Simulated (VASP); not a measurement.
# MoSe (Fm-3m) in VASP: further runs

Runs on MoSe. Level: PBE+U. Tasks: single point.

All numbers are computed with VASP 6.6.1; they aren't measurements. Logs are shortened: lines on timing, memory, paths and dates and some standing lists are left out, and cuts for length are marked.

## 1. The cell of the first run

Symmetry: Fm-3m, No. 225, cubic system. The conventional cell has a = 5.220 Å, b = 5.220 Å, c = 5.220 Å, α = 90.00°, β = 90.00°, γ = 90.00°. Within 3.4 Å of Mo (site symmetry m-3m) lie 6 Se at 2.61 Å. Within 3.4 Å of Se (site symmetry m-3m) lie 6 Mo at 2.61 Å.

## 2. Single point, PBE+U, collinear spin

INCAR reads:

```
PREC = Accurate
ENCUT = 520
EDIFF = 1E-7
ISMEAR = 0
SIGMA = 0.05
LREAL = False
LASPH = True
NELM = 150
ALGO = Normal
ISIF = 2
LWAVE = False
LCHARG = True
ISPIN = 2
MAGMOM = 3.5 0
LORBIT = 11
LMAXMIX = 4
LDAU = True
LDAUTYPE = 2
LDAUL = 2 -1
LDAUU = 2 0
LDAUJ = 0 0
LDAUPRINT = 1
GGA = PE
LELF = True
LVHAR = True
NBANDS = 21
```

KPOINTS reads:

```
regular mesh
0
Gamma
  14 14 14
```

POSCAR reads:

```
MoSe
1.0
    0.0000000000      2.6101627283      2.6101627283
    2.6101627283      0.0000000000      2.6101627283
    2.6101627283      2.6101627283      0.0000000000
Mo Se
1 1
Direct
    0.0000000000      0.0000000000      0.0000000000
    0.5000000000      0.5000000000      0.5000000000
```

Potentials or basis: VASP PAW PBE potentials, release 64 (Mo_sv, Se).

Started as:

```
$ cat potpaw_PBE.64/Mo_sv/POTCAR potpaw_PBE.64/Se/POTCAR > POTCAR
$ mpirun -np 1 vasp_std > vasp.out
```

OUTCAR:

```text
PREC = Accurate
   ENCUT = 520
   EDIFF = 1E-7
   ISMEAR = 0
   LREAL = False
   LASPH = True
   NELM = 150
   ISIF = 2
   ISPIN = 2
   LORBIT = 11
   GGA = PE

 ion  position               nearest neighbor table
   1  0.000  0.000  0.000-   2 2.61   2 2.61   2 2.61   2 2.61   2 2.61   2 2.61
   2  0.500  0.500  0.500-   1 2.61   1 2.61   1 2.61   1 2.61   1 2.61   1 2.61

  LATTYP: Found a face centered cubic cell.
 ALAT       =     5.2203254566

  Lattice vectors:

 A1 = (   0.0000000000,   2.6101627283,   2.6101627283)
 A2 = (   2.6101627283,   0.0000000000,   2.6101627283)
 A3 = (   2.6101627283,   2.6101627283,   0.0000000000)

Analysis of symmetry for initial positions (statically):
=====================================================================
 Subroutine PRICEL returns:
 Original cell was already a primitive cell.

 Routine SETGRP: Setting up the symmetry group for a
 face centered cubic supercell.

 Subroutine GETGRP returns: Found 48 space group operations
 (whereof 48 operations were pure point group operations)
 out of a pool of 48 trial point group operations.

The static configuration has the point symmetry O_h .

Analysis of symmetry for dynamics (positions and initial velocities):
=====================================================================
 Subroutine PRICEL returns:
 Original cell was already a primitive cell.

 Routine SETGRP: Setting up the symmetry group for a
 face centered cubic supercell.

 Subroutine GETGRP returns: Found 48 space group operations
 (whereof 48 operations were pure point group operations)
 out of a pool of 48 trial point group operations.

The dynamic configuration has the point symmetry O_h .

Analysis of structural, dynamic, and magnetic symmetry:
=====================================================================
 Subroutine PRICEL returns:
 Original cell was already a primitive cell.

 Routine SETGRP: Setting up the symmetry group for a
 face centered cubic supercell.

 Subroutine GETGRP returns: Found 48 space group operations
 (whereof 48 operations were pure point group operations)
 out of a pool of 48 trial point group operations.

The overall configuration has the point symmetry O_h .

 Subroutine INISYM returns: Found 48 space group operations
 (whereof 48 operations are pure point group operations),
 and found     1 'primitive' translations

----------------------------------------------------------------------------------------

                                     Primitive cell

  volume of cell :      35.5658

  direct lattice vectors                    reciprocal lattice vectors
     0.000000000  2.610162728  2.610162728    -0.191558938  0.191558938  0.191558938
     2.610162728  0.000000000  2.610162728     0.191558938 -0.191558938  0.191558938
     2.610162728  2.610162728  0.000000000     0.191558938  0.191558938 -0.191558938

  length of vectors
     3.691327530  3.691327530  3.691327530     0.331789813  0.331789813  0.331789813

  position of ions in fractional coordinates (direct lattice)
     0.000000000  0.000000000  0.000000000
     0.500000000  0.500000000  0.500000000

  ion indices of the primitive-cell ions
   primitive index   ion index
                 1           1
                 2           2

----------------------------------------------------------------------------------------

 KPOINTS: regular mesh

Automatic generation of k-mesh.
 Grid dimensions read from file:
 generate k-points for:   14   14   14

 Generating k-lattice:

[... 60 lines left out ...]
   NELM   =    150;   NELMIN=  2; NELMDL= -5     # of ELM steps
   EDIFF  = 0.1E-06   stopping-criterion for ELM
   LREAL  =      F    real-space projection
   EDIFFG = 0.1E-05   stopping-criterion for IOM
   NSW    =      0    number of steps for IOM
   IBRION =     -1    ionic relax: 0-MD 1-quasi-New 2-CG
   NFREE  =      0    steps in history (QN), initial steepest desc. (CG)
   ISIF   =      2    stress and relaxation
   ISYM   =      2    0-nonsym 1-usesym 2-fastsym
   POTIM  = 0.5000    time-step for ionic-motion
   TEBEG  =    0.0;   TEEND  =   0.0 temperature during run
   PSTRESS=    0.0 pullay stress
   NELECT =      20.0000    total number of electrons
   NUPDOWN=      -1.0000    fix difference up-down
   EMIN   =  10.00;   EMAX   =-10.00  energy-range for DOS
   EFERMI =   0.00;   METHOD = LEGACY
   ISMEAR =     0;   SIGMA  =   0.05  broadening in eV -4-tet -1-fermi 0-gaus
   EFERMI_NEDOS =   21; number of points for ismear=-14 and -15
   IALGO  =     38    algorithm
   IMIX   =      4    mixing-type and parameters
     AMIX     =   0.40;   BMIX     =  1.00
     AMIX_MAG =   1.60;   BMIX_MAG =  1.00
  volume/ion in A,a.u.               =      17.78       120.00
  Fermi-wavevector in a.u.,A,eV,Ry     =   1.351265  2.553521 24.843116  1.825918
  Thomas-Fermi vector in A             =   2.478701
   LORBIT       =     11    0 simple, 1 ext, 2 COOP (PROOUT), +10 PAW based schemes
 LDA+U is selected, type is set to LDAUTYPE =  2
   angular momentum for each species LDAUL =     2   -1
   U (eV)           for each species LDAUU =   2.0  0.0
   J (eV)           for each species LDAUJ =   0.0  0.0
   GGA     = PE    functional components
   LHFCALC =     F    Hartree Fock is set to
   AEXX    =    0.0000 exact exchange contribution
   IVDW    =     0    specifies the selected vdW correction
   LEPSILON=     F    determine dielectric tensor
   LRPA    =     F    only Hartree local field effects (RPA)
 spin polarized calculation
 Gauss-broadening in eV      SIGMA  =   0.05
  energy-cutoff  :      520.00
  volume of cell :       35.57
 maximum number of plane-waves:       982
   NGX = 13   NGY = 13   NGZ = 13

atom =   1  type =  1  l = 2

 onsite density matrix

spin component  1

  0.8119  0.0000 -0.0000 -0.0000  0.0000
  0.0000  0.8119  0.0000 -0.0000  0.0000
 -0.0000  0.0000  0.4155  0.0000 -0.0000
 -0.0000 -0.0000  0.0000  0.8119 -0.0000
  0.0000  0.0000 -0.0000 -0.0000  0.4155

spin component  2

  0.1483  0.0000 -0.0000 -0.0000 -0.0000
  0.0000  0.1483  0.0000  0.0000 -0.0000
 -0.0000  0.0000  0.1916  0.0000 -0.0000
 -0.0000  0.0000  0.0000  0.1483 -0.0000
 -0.0000 -0.0000 -0.0000 -0.0000  0.1916

 occupancies and eigenvectors

  o =  0.1483  v =  0.0000  0.0000  0.0000  0.0000  0.0000  0.0000 -0.0269  0.0000  0.9996 -0.0000      0.0000  0.0000  0.0000  0.0000  0.0000  0.0000  0.0000  0.0000  0.0000  0.0000
  o =  0.1483  v =  0.0000  0.0000  0.0000  0.0000  0.0000  0.0000  0.9996 -0.0000  0.0269  0.0000      0.0000  0.0000  0.0000  0.0000  0.0000  0.0000  0.0000  0.0000  0.0000  0.0000
  o =  0.1483  v =  0.0000  0.0000  0.0000  0.0000  0.0000  1.0000  0.0000  0.0000  0.0000  0.0000      0.0000  0.0000  0.0000  0.0000  0.0000  0.0000  0.0000  0.0000  0.0000  0.0000
  o =  0.1916  v =  0.0000  0.0000  0.0000  0.0000  0.0000  0.0000 -0.0000  0.0112  0.0000  0.9999      0.0000  0.0000  0.0000  0.0000  0.0000  0.0000  0.0000  0.0000  0.0000  0.0000
  o =  0.1916  v =  0.0000  0.0000  0.0000  0.0000  0.0000  0.0000 -0.0000 -0.9999  0.0000  0.0112      0.0000  0.0000  0.0000  0.0000  0.0000  0.0000  0.0000  0.0000  0.0000  0.0000
  o =  0.4155  v =  0.0000 -0.0000 -0.0259  0.0000 -0.9997  0.0000  0.0000  0.0000  0.0000  0.0000      0.0000  0.0000  0.0000  0.0000  0.0000  0.0000  0.0000  0.0000  0.0000  0.0000
  o =  0.4155  v =  0.0000 -0.0000  0.9997  0.0000 -0.0259  0.0000  0.0000  0.0000  0.0000  0.0000      0.0000  0.0000  0.0000  0.0000  0.0000  0.0000  0.0000  0.0000  0.0000  0.0000
  o =  0.8119  v =  1.0000  0.0000  0.0000  0.0000  0.0000  0.0000  0.0000  0.0000  0.0000  0.0000      0.0000  0.0000  0.0000  0.0000  0.0000  0.0000  0.0000  0.0000  0.0000  0.0000
  o =  0.8119  v =  0.0000  0.9990  0.0000 -0.0442 -0.0000  0.0000  0.0000  0.0000  0.0000  0.0000      0.0000  0.0000  0.0000  0.0000  0.0000  0.0000  0.0000  0.0000  0.0000  0.0000
  o =  0.8119  v =  0.0000  0.0442 -0.0000  0.9990 -0.0000  0.0000  0.0000  0.0000  0.0000  0.0000      0.0000  0.0000  0.0000  0.0000  0.0000  0.0000  0.0000  0.0000  0.0000  0.0000

 number of electron      20.0000001 magnetization       2.7483479

 Free energy of the ion-electron system (eV)
  ---------------------------------------------------
  ext. energy  EPLUGINS =         0.00000000
  ---------------------------------------------------
  free energy    TOTEN  =       -11.53197135 eV

  energy without entropy =      -11.53062811  energy(sigma->0) =      -11.53129973

 E-fermi :   9.8057     XC(G=0): -11.7000

 val. band max:        9.7964061962   @ k =  -0.3571   0.4286   0.2143
 cond. band min:       9.8081638897   @ k =   0.4286   0.1429   0.0000
 fundamental gap:      0.0117576935
 Fermi energy:         9.8056790764

 spin component 1

 k-point     1 :       0.0000    0.0000    0.0000
  band No.  band energies     occupation
      1     -52.2049      1.00000
      2     -26.4049      1.00000
      3     -26.4049      1.00000
      4     -26.4049      1.00000
      5      -6.2948      1.00000
      6       6.4705      1.00000
[... 1145 lines left out ...]
     20      25.6088      0.00000
     21      27.7155      0.00000

 [... further k-points ...]

------------------------ aborting loop because EDIFF is reached ----------------------------------------

  FORCE on cell =-STRESS in cart. coord.  units (eV):
  Direction    XX          YY          ZZ          XY          YZ          ZX
  --------------------------------------------------------------------------------------
  -------------------------------------------------------------------------------------
  Total        3.2955090      3.2955090      3.2955090      0.0000000     -0.0000000     -0.0000000
  in kB      148.4568821    148.4568821    148.4568821      0.0000000     -0.0000000     -0.0000000
  external PRESSURE =     148.4568821 kB  Pullay stress =       0.0000000 kB

 VOLUME and BASIS-vectors are now :
 -----------------------------------------------------------------------------
  energy-cutoff  :      520.00
  volume of cell :       35.57
      direct lattice vectors                 reciprocal lattice vectors
     0.000000000  2.610162728  2.610162728    -0.191558938  0.191558938  0.191558938
     2.610162728  0.000000000  2.610162728     0.191558938 -0.191558938  0.191558938
     2.610162728  2.610162728  0.000000000     0.191558938  0.191558938 -0.191558938

 POSITION                                       TOTAL-FORCE (eV/Angst)
 -----------------------------------------------------------------------------------
      0.00000      0.00000      0.00000        -0.000000      0.000000     -0.000000
      2.61016      2.61016      2.61016         0.000000     -0.000000      0.000000
 -----------------------------------------------------------------------------------
    total drift:                               -0.000000      0.000000      0.000000

  FREE ENERGIE OF THE ION-ELECTRON SYSTEM (eV)
  ---------------------------------------------------
  free  energy   TOTEN  =       -11.5319713481 eV

  energy  without entropy=      -11.5306281113  energy(sigma->0) =      -11.53129973

 total charge

# of ion       s       p       d       tot
------------------------------------------
    1        2.229   6.098   4.049  12.376
    2        1.426   2.475   0.098   3.998
--------------------------------------------------
tot          3.655   8.573   4.147  16.375

 magnetization (x)

# of ion       s       p       d       tot
------------------------------------------
    1        0.055   0.019   2.422   2.495
    2        0.002  -0.008   0.024   0.018
--------------------------------------------------
tot          0.056   0.011   2.445   2.513
```

It took 76 s on 1 thread of AMD EPYC 9R45 (Zen 5), shared host; peak memory 0.22 GiB.

Results:

- Free energy: -11.5320 eV
- Pressure: 14.8 GPa
- Net moment: 2.75 μB per cell
- Site moments: Mo +2.50; Se +0.02 μB
- Valence electrons inside the program's atomic spheres: Mo 12.38; Se 4.00

Eigenvalues of the final occupation matrices:
```csv
site,spin,trace,eigenvalues
site 1 d,1,3.27,0.42 0.42 0.81 0.81 0.81
site 1 d,2,0.83,0.15 0.15 0.15 0.19 0.19
```

Caveat: the cell stands under pressure.

## 3. Single point, PBE+U, collinear spin

INCAR reads:

```
SYSTEM = MoSe
PREC = Accurate
ENCUT = 520
EDIFF = 1E-7
ISMEAR = 0
SIGMA = 0.05
LREAL = .FALSE.
LASPH = .TRUE.
NELM = 150
ALGO = Normal
ISIF = 2
LWAVE = .FALSE.
LCHARG = .FALSE.
ISPIN = 2
MAGMOM = 3.5 0
LORBIT = 11
LMAXMIX = 4
LDAU = .TRUE.
LDAUTYPE = 2
LDAUL = 2 -1
LDAUU = 4 0
LDAUJ = 0 0
LDAUPRINT = 1
GGA = PE
NBANDS = 21
```

KPOINTS reads:

```
regular mesh
0
G
  14 14 14
  0 0 0
```

POSCAR is that of step 2.

Potentials or basis: VASP PAW PBE potentials, release 64 (Mo_sv, Se).

Started as:

```
$ cat potpaw_PBE.64/Mo_sv/POTCAR potpaw_PBE.64/Se/POTCAR > POTCAR
$ mpirun -np 1 vasp_std > vasp.out
```

Wall time 75 s (1 thread of AMD EPYC 9R45 (Zen 5), shared host); peak memory 0.23 GiB.

The run converged. Its results:

```
Free energy                                           : -10.0041 eV
Pressure                                              : 21.9 GPa
Net moment                                            : 3.17 μB per cell
Site moments                                          : Mo +2.95; Se -0.01 μB
Valence electrons inside the program's atomic spheres : Mo 12.39; Se 4.03
```

Levels at points of the mesh, in eV from the Fermi level:
Spin up:
```tsv
k point	band 9	band 10	band 11	band 12	band 13	band 14	band 15	band 16
(0.00, 0.00, 0.00)	-2.62	-2.62	-2.60	-2.60	-2.60	2.05	7.37	10.87
(0.50, 0.00, 0.00)	-2.58	-2.58	-1.76	1.94	3.91	3.91	5.60	5.60
(0.50, 0.50, 0.00)	-4.21	-2.25	-2.25	-1.80	0.34	1.78	8.10	10.15
```
Spin down:
| k point | band 5 | band 6 | band 7 | band 8 | band 9 | band 10 | band 11 | band 12 |
| --- | --- | --- | --- | --- | --- | --- | --- | --- |
| (0.00, 0.00, 0.00) | -16.17 | -2.53 | -2.53 | -2.53 | -0.20 | -0.20 | -0.20 | 0.05 |
| (0.50, 0.00, 0.00) | -14.60 | -7.88 | -5.07 | -5.07 | 2.24 | 2.24 | 2.35 | 2.59 |
| (0.50, 0.50, 0.00) | -14.88 | -6.51 | -4.04 | -4.04 | -2.30 | 1.05 | 2.59 | 3.06 |

Eigenvalues of the final occupation matrices:
```csv
site,spin,trace,eigenvalues
site 1 d,1,3.49,0.48 0.48 0.84 0.84 0.84
site 1 d,2,0.60,0.10 0.10 0.10 0.15 0.15
```

Caveat: the cell stands under pressure.

[end of part 1 of 2]
